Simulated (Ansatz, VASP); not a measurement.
**One calculation of CdS, two programs**

```
Cd S
1.0
     4.16499    0.00000    0.00000
    -2.08250    3.60699    0.00000
     0.00000    0.00000    6.76709
Cd S
2 2
Direct
  0.33333 0.66667 0.99903
  0.66667 0.33333 0.49903
  0.33333 0.66667 0.37597
  0.66667 0.33333 0.87597
```

Alike in both runs: task single point; functional r2SCAN; k mesh 12 × 12 × 4; occupations fermi-dirac, width 0.02 eV; no spin polarisation.

```csv
,VASP,Ansatz
version,VASP 6.6.1,Ansatz 0.2.0
potentials or method,"VASP PAW PBE potentials, release 64 (Cd, S), cutoff 520 eV",PAW plane waves
valence electrons in the cell,36,52
```

Ansatz gave:

| Item | Value |
| --- | --- |
| gap on the k mesh at the Fermi level (eV) | 1.63 |
| pressure (GPa) | 0.0 |

**Question.** Estimate VASP's values.

**Answer.** gap on the k mesh at the Fermi level (eV): 1.63; pressure (GPa): 0.3.

VASP's potentials were made for PBE, not for r2SCAN. VASP's potentials hold 36 valence electrons a cell and Ansatz's 52, so a difference there can come from the potentials and not from the codes.
